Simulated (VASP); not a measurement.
A run of VASP 6.6.1 is set up as follows.

File INCAR:

```
  PREC = Accurate
  ENCUT = 520
  EDIFF = 1E-7
  ISMEAR = 0
  SIGMA = 0.05
  LREAL = F
  LASPH = T
  NELM = 100
  ALGO = Normal
  ISIF = 2
  LWAVE = F
  LCHARG = F
  NBANDS = 35
```

The input KPOINTS:

```
regular mesh
0
Gamma
  12 12 4
```

File POSCAR:

```
WS2
1.0
    3.1812289120      0.0000000000      0.0000000000
   -1.5906144560      2.7550250530      0.0000000000
    0.0000000000      0.0000000000     12.3643864273
W S
2 4
Direct
    0.3333333333      0.6666666667      0.2500000000
    0.6666666667      0.3333333333      0.7500000000
    0.3333333333      0.6666666667      0.6420050976
    0.6666666667      0.3333333333      0.1420050976
    0.3333333333      0.6666666667      0.8579949024
    0.6666666667      0.3333333333      0.3579949024
```

Potentials or basis: VASP PAW LDA potentials, release 64 (W_sv, S).

Run with:

```bash
$ cat potpaw_LDA.64/W_sv/POTCAR potpaw_LDA.64/S/POTCAR > POTCAR
$ mpirun -np 1 vasp_std > vasp.out
```

Question: Predict the band gap on the k mesh.

Answer: Zero (bands 26 and 27 overlap by 0.80 eV).

Question: What does it give for the pressure?

Answer: 24.1 GPa.

Question: What does it give for the largest force?

Answer: 5.500 eV/Å.

Stress tensor (GPa, compression positive):
```
15.28  0.00  0.00
 0.00 15.28  0.00
 0.00  0.00 41.85
```

Caveat: the cell differs from its parent crystal (atoms shifted along a free coordinate); the cell stands under pressure; spin-orbit coupling is left out, which moves the levels of the heavy elements; forces of over 1 eV/Å act on the atoms, so gaps and moduli don't describe the material at rest.
